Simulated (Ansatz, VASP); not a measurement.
**InSe: VASP beside Ansatz**

```xyz
8
Lattice="4.0500 0.0000 0.0000 -2.0250 3.5074 0.0000 0.0000 0.0000 17.4379" Properties=species:S:1:pos:R:3 pbc="T T T"
In    0.0000    2.3383    2.9530
In    2.0250    1.1691   11.6720
In    0.0000    2.3383    5.7659
In    2.0250    1.1691   14.4849
Se    0.0000    2.3383   10.3862
Se    2.0250    1.1691    1.6672
Se    0.0000    2.3383   15.7707
Se    2.0250    1.1691    7.0517
```

Change from the starting cell: z stretched by +3 %, ions relaxed.

Alike in both runs: functional PBE; k mesh 13 × 13 × 3; occupations fermi-dirac, width 0.05 eV; no spin polarisation.

Ansatz relaxed the structure, and its values are those at the end. VASP's run is a single point on that final structure, the one shown.

|  | VASP | Ansatz |
| --- | --- | --- |
| version | VASP 6.6.1 | Ansatz 0.2.0 |
| potentials or method | VASP PAW PBE potentials, release 64 (In_d, Se) | plane-wave PAW, scalar-relativistic |
| plane-wave cutoff (eV) | 520 | 420 |
| valence electrons in the cell | 76 | 116 |

```tsv
	VASP	Ansatz	Ansatz less VASP
pressure (GPa)	0.9	0.9	-0.03
rms of the force components (eV/Å)	0.010	0.002	-0.0079
```

VASP's potentials hold 76 valence electrons a cell and Ansatz's 116, so a difference there can come from the potentials and not from the codes. Ansatz's warnings: stress scf threshold loose.
